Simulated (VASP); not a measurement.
A run of VASP 6.6.1:

INCAR

```
PREC     = Accurate       # precision mode
ENCUT    = 600            # plane-wave cutoff, eV
EDIFF    = 1E-6           # SCF threshold, eV
ISMEAR   = 0              # smearing method
SIGMA    = 0.1            # smearing width, eV
LREAL    = False          # projectors in reciprocal space
LASPH    = True           # aspherical terms in the spheres
NELM     = 60             # most SCF steps
ALGO     = Normal         # electronic algorithm
ISIF     = 3              # what is computed and relaxed
LWAVE    = False          # write WAVECAR
LCHARG   = False          # write CHGCAR
GGA      = PE             # functional
IBRION   = 2              # ionic algorithm
NSW      = 80             # ionic steps
EDIFFG   = -0.05          # ionic threshold
```

Contents of KPOINTS:

```
Automatic mesh
0
Gamma
  8 8 8
```

The input POSCAR:

```
Ta
1.0
   -1.6120325800      1.6120325800      1.6120325800
    1.6120325800     -1.6120325800      1.6120325800
    1.6120325800      1.6120325800     -1.6120325800
Ta
1
Direct
    0.0000000000      0.0000000000      0.0000000000
```

Potentials or basis: VASP PAW PBE potentials, release 64 (Ta_pv).

Run with:

```sh
$ cat potpaw_PBE.64/Ta_pv/POTCAR > POTCAR
$ mpirun -np 1 vasp_std > vasp.out
```

Hardware: 1 thread of Intel(R) Xeon(R) Platinum 8488C (Sapphire Rapids), with other jobs on the host.

Question: Estimate the wall time of this run.

Answer: Run time: 13 s on 1 thread of Intel(R) Xeon(R) Platinum 8488C (Sapphire Rapids), on a shared host, peak memory 0.14 GiB. Counts: scf iterations 30, k points 29, ion steps 4.
